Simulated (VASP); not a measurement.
A run of VASP 6.6.1 is set up as follows.

File INCAR:

```
  ALGO = Normal
  EDIFF = 1E-7
  ENCUT = 520
  GGA = PE
  ISIF = 2
  ISMEAR = 0
  ISPIN = 2
  LASPH = T
  LCHARG = F
  LORBIT = 11
  LREAL = F
  LWAVE = F
  MAGMOM = 0 0 0 0 1
  NBANDS = 24
  NELM = 150
  PREC = Accurate
  SIGMA = 0.1
```

The input KPOINTS:

```
k-points
0
Gamma
  6 6 4
```

File POSCAR:

```
Be3CdF
1.0
    2.8814080900      0.0000000000      0.0000000000
    0.0000000000      2.8814080900      0.0000000000
    0.0000000000      0.0000000000      7.0607612000
Be Cd F
3 1 1
Direct
    0.5000000000      0.5000000000      0.6696568300
    0.5000000000      0.5000000000      0.3303431700
    0.0000000000      0.0000000000      0.0000000000
    0.0000000000      0.0000000000      0.5000000000
    0.5000000000      0.5000000000      0.5000000000
```

Potentials or basis: VASP PAW PBE potentials, release 64 (Be, Cd, F).

Launch:

```console
$ cat potpaw_PBE.64/Be/POTCAR potpaw_PBE.64/Cd/POTCAR potpaw_PBE.64/F/POTCAR > POTCAR
$ mpirun -np 1 vasp_std > vasp.out
```

(1) Predict the net moment.

(2) Estimate the pressure.

(3) What does it give for the largest force?

Results:

(1) 0.00 μB per cell.

(2) 89.4 GPa.

(3) 18.732 eV/Å.

Caveat: the k points lie up to 0.36 Å⁻¹ apart; forces of over 1 eV/Å act on the atoms, so gaps and moduli don't describe the material at rest.
